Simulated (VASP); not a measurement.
Au: single point with PBE

Au:

```
Au
1.0
    -1.37686    1.37686    1.37686
     1.37686   -1.37686    1.37686
     1.37686    1.37686   -1.37686
Au
1
Cartesian
  0.0000 0.0000 0.0000
```

This cell differs from its parent crystal: volume scaled by 0.58.

```json
{
 "Program": "VASP 6.6.1",
 "Task": "single point",
 "Functional": "PBE",
 "Potentials or basis": "VASP PAW PBE potentials, release 64 (Au)",
 "Cutoff": "520 eV",
 "k mesh": "16 × 16 × 16",
 "Occupations": "fermi-dirac, width 0.08 eV",
 "Spin": "no spin polarisation",
 "Dipole correction": "no",
 "Further INCAR settings": "ALGO = Normal; EDIFF = 1e-06; NBANDS = 12"
}
```

```yaml
Pressure: 349.0 GPa
```

Levels at points of the mesh, in eV from the Fermi level:
```csv
k point,band 2,band 3,band 4,band 5,band 6,band 7,band 8,band 9,band 10,band 11
"(0.00, 0.00, 0.00)",-9.21,-9.21,-9.21,-5.15,-5.15,14.65,14.65,14.65,30.39,30.39
"(0.50, 0.00, 0.00)",-11.65,-5.27,-4.43,-3.34,-1.24,7.45,10.80,17.32,24.29,29.62
"(0.50, 0.50, 0.50)",-13.82,-2.24,-2.24,-2.24,6.43,6.43,6.43,16.77,23.07,23.07
```

Run time: 24 s on 1 thread of AMD EPYC 7R13 (shared host), peak memory 0.1 GiB.

Caveat: spin-orbit coupling is left out, which moves the levels of the heavy elements.
